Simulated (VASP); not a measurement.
Here is a VASP 6.6.1 calculation.

The input INCAR:

```
SYSTEM = SnSe
  ALGO = Normal
  EDIFF = 1E-7
  ENCUT = 520
  GGA = CA
  ISIF = 2
  ISMEAR = -1
  LASPH = .TRUE.
  LCHARG = .FALSE.
  LREAL = .FALSE.
  LWAVE = .FALSE.
  NBANDS = 17
  NELM = 100
  PREC = Accurate
  SIGMA = 0.05
```

Contents of KPOINTS:

```
k-points
0
G
  8 8 8
  0 0 0
```

File POSCAR:

```
SnSe
1.0
    0.0000000000      2.9485541872      2.9485541872
    2.9485541872      0.0000000000      2.9485541872
    2.9485541872      2.9485541872      0.0000000000
Sn Se
1 1
Direct
    0.0000000000      0.0000000000      0.0000000000
    0.5000000000      0.5000000000      0.5000000000
```

Potentials or basis: VASP PAW LDA potentials, release 64 (Sn_d, Se).

Run with:

```bash
$ cat potpaw_LDA.64/Sn_d/POTCAR potpaw_LDA.64/Se/POTCAR > POTCAR
$ mpirun -np 1 vasp_std > vasp.out
```

(1) What does it give for the band gap on the k mesh?

(2) Predict the pressure.

Answers

(1) 0.77 eV, indirect (least direct gap 0.91 eV).

(2) 0.0 GPa.

Caveat: spin-orbit coupling is left out, which moves the levels of the heavy elements.
